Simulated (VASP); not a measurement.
# Al8O (a cell with a defect) in VASP: single point with PBEsol+D3(BJ)

Aim: the single point of Al8O (a cell with a defect) with PBEsol+D3(BJ).

Everything below comes from runs of VASP 6.6.1. Logs are shortened: lines on timing, memory, paths and dates and some standing lists are left out, and cuts for length are marked.

## Step 1: The cell of the first run

The cell holds a defect, 9 atoms: a = 5.420 Å, b = 5.420 Å, c = 5.580 Å, α = 104.91°, β = 104.91°, γ = 118.04°.

## Step 2: Single point, PBEsol+D3(BJ)

The input, INCAR:

```
  PREC = Accurate
  ENCUT = 520
  EDIFF = 1E-6
  ISMEAR = 0
  SIGMA = 0.15
  LREAL = F
  LASPH = T
  NELM = 120
  ALGO = Normal
  ISIF = 2
  LWAVE = F
  LCHARG = F
  GGA = PS
  IVDW = 12
  NBANDS = 25
  GGA_COMPAT = F
```

The input, KPOINTS:

```
regular mesh
0
Gamma
  8 8 8
```

The input, POSCAR:

```
Al8O
1.0
    1.3949560582     -2.4161347672     -4.6470928961
    1.3949560582     -2.4161347672      4.6470928961
   -5.5798242330      0.0000000001      0.0000000000
Al O
8 1
Direct
    0.9618342531      0.7315714600      0.1739553481
    0.4423838881      0.2121210950      0.1739553481
    0.9583217656      0.7091692394      0.6674910050
    0.4528860672      0.2009684299      0.6538544972
    0.0471200318      0.2990162844      0.3461363162
    0.5416904489      0.7908370662      0.3325275152
    0.0576111220      0.2878794236      0.8260379981
    0.5381585744      0.7684268761      0.8260379981
    0.7500260153      0.2500422915      0.0000683068
```

Potentials or basis: VASP PAW PBE potentials, release 64 (Al, O).

Command:

```sh
cat potpaw_PBE.64/Al/POTCAR potpaw_PBE.64/O/POTCAR > POTCAR
mpirun -np 1 vasp_std > vasp.out
```

OUTCAR:

```text
PREC = Accurate
   ENCUT = 520
   EDIFF = 1E-6
   ISMEAR = 0
   LREAL = F
   LASPH = T
   NELM = 120
   ISIF = 2
   GGA = PS
   IVDW = 12
 IVDW          = 12

 ion  position               nearest neighbor table
   1  0.962  0.732  0.174-   9 2.09   4 2.68   2 2.68   8 2.72   5 2.74   6 2.77   3 2.79   3 2.79
                             6 2.87   2 2.90   4 2.90   5 2.93   7 3.02
   2  0.442  0.212  0.174-   9 2.09   4 2.68   1 2.68   7 2.72   5 2.74   6 2.77   3 2.79   3 2.79
                             6 2.87   1 2.90   4 2.90   5 2.93   8 3.02
   3  0.958  0.709  0.667-   7 2.77   8 2.77   5 2.79   4 2.79   4 2.79   2 2.79   1 2.79   2 2.79
                             1 2.79   6 2.83   8 2.87   7 2.87
   4  0.453  0.201  0.654-   9 2.03   1 2.68   2 2.68   7 2.74   8 2.74   5 2.77   6 2.79   3 2.79
                             3 2.79   2 2.90   1 2.90   8 2.93   7 2.93
   5  0.047  0.299  0.346-   9 2.03   8 2.68   7 2.68   1 2.74   2 2.74   4 2.77   3 2.79   6 2.79
                             6 2.79   7 2.90   8 2.90   2 2.93   1 2.93
   6  0.542  0.791  0.333-   2 2.77   1 2.77   4 2.79   5 2.79   5 2.79   8 2.79   7 2.79   7 2.79
                             8 2.79   3 2.83   1 2.87   2 2.87
   7  0.058  0.288  0.826-   9 2.09   5 2.68   8 2.68   2 2.72   4 2.74   3 2.77   6 2.79   6 2.79
                             3 2.87   8 2.90   5 2.90   4 2.93   1 3.02
   8  0.538  0.768  0.826-   9 2.09   5 2.68   7 2.68   1 2.72   4 2.74   3 2.77   6 2.79   6 2.79
                             3 2.87   7 2.90   5 2.90   4 2.93   2 3.02
   9  0.750  0.250  0.000-   5 2.03   4 2.03   1 2.09   2 2.09   8 2.09   7 2.09

  LATTYP: Found a face centered orthorhombic cell.
 ALAT       =     5.5798242329
 B/A-ratio  =     1.6656771619
 C/A-ratio  =     1.7320508076

  Lattice vectors:

 A1 = (  -4.1848681748,  -2.4161347671,   4.6470928961)
 A2 = (  -2.7899121166,  -4.8322695343,   0.0000000000)
 A3 = (   1.3949560582,  -2.4161347672,   4.6470928961)

Analysis of symmetry for initial positions (statically):
=====================================================================
 Subroutine PRICEL returns:
 Original cell was already a primitive cell.

 Routine SETGRP: Setting up the symmetry group for a
 face centered orthorhombic supercell.

 Subroutine GETGRP returns: Found  2 space group operations
 (whereof  2 operations were pure point group operations)
 out of a pool of  8 trial point group operations.

The static configuration has the point symmetry C_1h.

Analysis of symmetry for dynamics (positions and initial velocities):
=====================================================================
 Subroutine PRICEL returns:
 Original cell was already a primitive cell.

 Routine SETGRP: Setting up the symmetry group for a
 face centered orthorhombic supercell.

[... 132 lines left out ...]
   EFERMI =   0.00;   METHOD = LEGACY
   ISMEAR =     0;   SIGMA  =   0.15  broadening in eV -4-tet -1-fermi 0-gaus
   EFERMI_NEDOS =   21; number of points for ismear=-14 and -15
   IALGO  =     38    algorithm
   IMIX   =      4    mixing-type and parameters
     AMIX     =   0.40;   BMIX     =  1.00
     AMIX_MAG =   1.60;   BMIX_MAG =  1.00
  volume/ion in A,a.u.               =      13.92        93.95
  Fermi-wavevector in a.u.,A,eV,Ry     =   1.016555  1.921011 14.060046  1.033384
  Thomas-Fermi vector in A             =   2.149905
   LORBIT       =      0    0 simple, 1 ext, 2 COOP (PROOUT), +10 PAW based schemes
   GGA     = PS    functional components
   LHFCALC =     F    Hartree Fock is set to
   AEXX    =    0.0000 exact exchange contribution
   IVDW    =    12    specifies the selected vdW correction
   LEPSILON=     F    determine dielectric tensor
   LRPA    =     F    only Hartree local field effects (RPA)
 non-spin polarized calculation
 Gauss-broadening in eV      SIGMA  =   0.15
  energy-cutoff  :      520.00
  volume of cell :      125.30
 maximum number of plane-waves:      3403
   NGX = 21   NGY = 21   NGZ = 21

 number of electron      29.9999999 magnetization

 Free energy of the ion-electron system (eV)
  ---------------------------------------------------
  ext. energy  EPLUGINS =         0.00000000
  ---------------------------------------------------
  free energy    TOTEN  =       -39.89200694 eV

  energy without entropy =      -39.85354516  energy(sigma->0) =      -39.87277605

 E-fermi :   9.2238     XC(G=0): -10.7496

 val. band max:        9.2234634910   @ k =  -0.3750   0.5000   0.3750
 cond. band min:       9.2264527110   @ k =  -0.1250   0.5000  -0.1250
 fundamental gap:      0.0029892199
 Fermi energy:         9.2238052839

 k-point     1 :       0.0000    0.0000    0.0000
  band No.  band energies     occupation
      1     -12.5272      2.00000
      2      -1.8411      2.00000
      3       0.2861      2.00000
      4       0.4088      2.00000
      5       0.6356      2.00000
      6       3.7053      2.00000
[... 661 lines left out ...]
     24      13.7584      0.00000
     25      14.8471      0.00000

 [... further k-points ...]

------------------------ aborting loop because EDIFF is reached ----------------------------------------

 Edisp (eV)   -2.85928

 E8    (eV) :    -1.9046

  FORCE on cell =-STRESS in cart. coord.  units (eV):
  Direction    XX          YY          ZZ          XY          YZ          ZX
  --------------------------------------------------------------------------------------
  -------------------------------------------------------------------------------------
  Total       3.94154     4.28738     2.01850    -0.29951    -0.23843    -0.41297
  in kB      50.39921    54.82138    25.80994    -3.82971    -3.04870    -5.28051
  external pressure =       43.68 kB  Pullay stress =        0.00 kB

 VOLUME and BASIS-vectors are now :
 -----------------------------------------------------------------------------
  energy-cutoff  :      520.00
  volume of cell :      125.30
      direct lattice vectors                 reciprocal lattice vectors
     1.394956058 -2.416134767 -4.647092896    -0.000000000 -0.206942099 -0.107594148
     1.394956058 -2.416134767  4.647092896    -0.000000000 -0.206942099  0.107594148
    -5.579824233  0.000000000  0.000000000    -0.179217115 -0.103471049  0.000000000

 POSITION                                       TOTAL-FORCE (eV/Angst)
 -----------------------------------------------------------------------------------
      1.39159     -4.09150     -1.07005        -0.002575      0.009779      0.001791
     -0.05763     -1.58137     -1.07005         0.007181     -0.007119      0.001791
     -1.39841     -4.02888     -1.15783        -0.003298     -0.001904     -0.003191
     -2.73629     -1.57980     -1.17068        -0.016381     -0.009458     -0.027016
     -1.44853     -0.83631      1.17059         0.016167      0.009334      0.026966
      0.00337     -3.21957      1.15781         0.003260      0.001882      0.003117
     -4.12720     -0.83475      1.07008        -0.007033      0.007066     -0.001866
     -2.78652     -3.15689      1.07008         0.002603     -0.009623     -0.001866
      1.39467     -2.41630     -2.32347         0.000076      0.000044      0.000275
 -----------------------------------------------------------------------------------
    total drift:                               -0.000001     -0.000001     -0.000001

  FREE ENERGIE OF THE ION-ELECTRON SYSTEM (eV)
  ---------------------------------------------------
  free  energy   TOTEN  =       -42.7512911467 eV

  energy  without entropy=      -42.7128293674  energy(sigma->0) =      -42.73206026
```

OSZICAR:

```text
N       E                     dE             d eps       ncg     rms          rms(c)
DAV:   1     0.644606721864E+02    0.64461E+02   -0.11733E+04  7500   0.101E+03
DAV:   2    -0.337543746892E+02   -0.98215E+02   -0.90965E+02  9355   0.160E+02
DAV:   3    -0.410954535189E+02   -0.73411E+01   -0.72342E+01  9753   0.421E+01
DAV:   4    -0.411695560291E+02   -0.74103E-01   -0.74033E-01  8845   0.490E+00
DAV:   5    -0.411703788826E+02   -0.82285E-03   -0.82279E-03  9836   0.554E-01    0.751E+00
DAV:   6    -0.401086713682E+02    0.10617E+01   -0.48661E+00  9168   0.150E+01    0.358E+00
DAV:   7    -0.399504501997E+02    0.15822E+00   -0.51685E-01  8982   0.573E+00    0.200E+00
DAV:   8    -0.399084653973E+02    0.41985E-01   -0.28664E-01  9077   0.301E+00    0.778E-01
DAV:   9    -0.398932387656E+02    0.15227E-01   -0.79332E-02 10548   0.231E+00    0.395E-01
DAV:  10    -0.398917693079E+02    0.14695E-02   -0.15590E-02  9815   0.941E-01    0.130E-01
DAV:  11    -0.398920358990E+02   -0.26659E-03   -0.31647E-03  8037   0.305E-01    0.759E-02
DAV:  12    -0.398920073703E+02    0.28529E-04   -0.26993E-04  8872   0.942E-02    0.201E-02
DAV:  13    -0.398920101143E+02   -0.27440E-05   -0.14195E-05  9633   0.334E-02    0.111E-02
DAV:  14    -0.398920071565E+02    0.29578E-05   -0.33489E-06  5812   0.148E-02    0.505E-03
DAV:  15    -0.398920069381E+02    0.21845E-06   -0.29512E-06  7459   0.938E-03
   1 F= -.42751291E+02 E0= -.42732060E+02  d E =-.384618E-01
```

stdout:

```text
POSCAR found type information on POSCAR AlO
 POSCAR found :  2 types and       9 ions
 scaLAPACK will be used
 -----------------------------------------------------------------------------
|                                                                             |
|                                                                             |
|     You enforced a specific xc type in the INCAR file but a different       |
|     I HOPE YOU KNOW WHAT YOU ARE DOING!                                     |
|                                                                             |
 -----------------------------------------------------------------------------

 LDA part: xc-table for (Slater+PW92), standard interpolation
 POSCAR, INCAR and KPOINTS ok, starting setup
 FFT: planning ... GRIDC
 FFT: planning ... GRID_SOFT
 FFT: planning ... GRID
 WAVECAR not read
 entering main loop
```

Wall time 10 min (1 thread of Oxide Virtual Turin-like, shared host); peak memory 0.46 GiB.

Results:

```
Free energy                : -42.7513 eV
Pressure                   : 4.4 GPa
Largest force              : 0.033 eV/Å
Band gap on the k mesh     : zero (bands 15 and 16 overlap by 2.48 eV)
Dispersion energy per atom : -0.318 eV
```

Forces on the atoms (eV/Å):
```
Al  -0.003  0.010  0.002
Al   0.007 -0.007  0.002
Al  -0.003 -0.002 -0.003
Al  -0.016 -0.009 -0.027
Al   0.016  0.009  0.027
Al   0.003  0.002  0.003
Al  -0.007  0.007 -0.002
Al   0.003 -0.010 -0.002
O    0.000  0.000  0.000
```

Stress tensor (GPa, compression positive):
```
 5.04 -0.38 -0.53
-0.38  5.48 -0.30
-0.53 -0.30  2.58
```

Caveat: the PAW data sets were made with another functional, which shifts forces and pressure a little.
